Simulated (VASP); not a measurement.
The system is Co.

```xyz
4
Lattice="2.4372 0.0000 0.0000 -1.2186 2.1107 0.0000 0.0000 0.0000 7.9789" Properties=species:S:1:pos:R:3 pbc="T T T"
Co    1.2186    0.7036    5.9842
Co    0.0000    0.0000    3.9895
Co    0.0000    1.4071    1.9947
Co    0.0000    0.0000    0.0000
```

Base run:

```yaml
Program: VASP 6.6.1
Functional: r2SCAN
Dispersion: D3(BJ)
Potentials_or_basis: VASP PAW PBE potentials, release 64 (Co)
Cutoff: 520 eV
k_mesh: 12 × 12 × 4
Occupations: fermi-dirac, width 0.05 eV
Spin: collinear spin, ferromagnetic start
Starting_moments: "[2.0, 2.0, 2.0, 2.0] μB"
```

Its results: pressure 6.8 GPa; net moment 7.02 μB per cell; site moments Co +1.81, +1.79 (each value once) μB.

Q: The run is repeated on the same cell with these changes: functional from r2SCAN to PBEsol. What comes out?

A: Pressure -3.9 GPa; net moment 6.32 μB per cell; site moments Co +1.59, +1.57 (each value once) μB.

Caveats: the PAW data sets were made with another functional, which shifts forces and pressure a little; the cell stands under pressure (at least some runs); the cell stands under tension (at least some runs).
